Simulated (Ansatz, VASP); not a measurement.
TiAl in VASP and in Ansatz

INCAR

```
ALGO = Fast ; EDIFF = 1E-6
ENCUT = 520 ; GGA = PE
ISIF = 2 ; ISMEAR = 0
ISPIN = 2 ; LASPH = T
LCHARG = T ; LELF = T
LMAXMIX = 4 ; LORBIT = 11
LREAL = F ; LVHAR = T
LWAVE = F ; MAGMOM = 1 0
NBANDS = 18 ; NELM = 150
PREC = Accurate ; SIGMA = 0.1
```

File KPOINTS:

```
k-points
0
Gamma
  6 6 4
```

POSCAR

```
TiAl
1.0
    2.8082664895      0.0000000000      0.0000000000
   -1.4041332447      2.4320301205      0.0000000000
    0.0000000000      0.0000000000      5.3469406077
Ti Al
1 1
Direct
    0.0000000000      0.0000000000      0.0000000000
    0.0000000000      0.0000000000      0.5000000000
```

Input for Ansatz:

```yaml
crystal:
  lattice:
    - [2.8082664895, 0.0, 0.0]
    - [-1.4041332447, 2.4320301205, 0.0]
    - [0.0, 0.0, 5.3469406077]
  atoms:
    - { symbol: Ti, position: [0.0, 0.0, 0.0], spin: 1.0 }
    - { symbol: Al, position: [0.0, 0.0, 0.5] }
basis:
  ecutwfc: 420
kpoints:
  mp_grid: { grid: [6, 6, 4] }
hamiltonian:
  xc: pbe
scf:
  occupations: { method: gaussian, width: 0.1 }
  lower_state_search: "off"
output:
  forces: true
  stress: true
  eigenvalues: true
  populations: true
magnetization:
  spin_polarized: true
```

Alike in both runs: task single point; functional PBE; k mesh 6 × 6 × 4; occupations gaussian, width 0.1 eV; collinear spin.

|  | VASP | Ansatz |
| --- | --- | --- |
| version | VASP 6.6.1 | Ansatz 0.2.0 |
| potentials or method | VASP PAW PBE potentials, release 64 (Ti_sv, Al), cutoff 520 eV | scalar-relativistic, plane waves, PAW |
| valence electrons in the cell | 15 | 15 |

VASP gave:

```
gap on the k mesh at the Fermi level (eV)                     : none
pressure (GPa)                                                : -0.1
traceless stress, the component that is largest in VASP (GPa) : 0.22
net moment per atom (μB)                                      : 0.13
size of the moment on the site where the two differ most (μB) : 0.19
```

Task: Estimate Ansatz's values.

Result: gap on the k mesh at the Fermi level (eV): none; pressure (GPa): 0.0; traceless stress, the component that is largest in VASP (GPa): 0.19; net moment per atom (μB): 0.13; size of the moment on the site where the two differ most (μB): 0.19.

Site moments also hang on the region over which each program counts them. A gap of «none» marks a metal or a gap that the smearing closes. With one functional, cell and mesh, what is left measures potentials, basis and numerics.

The k mesh is coarse, so the values compare programs but aren't converged.
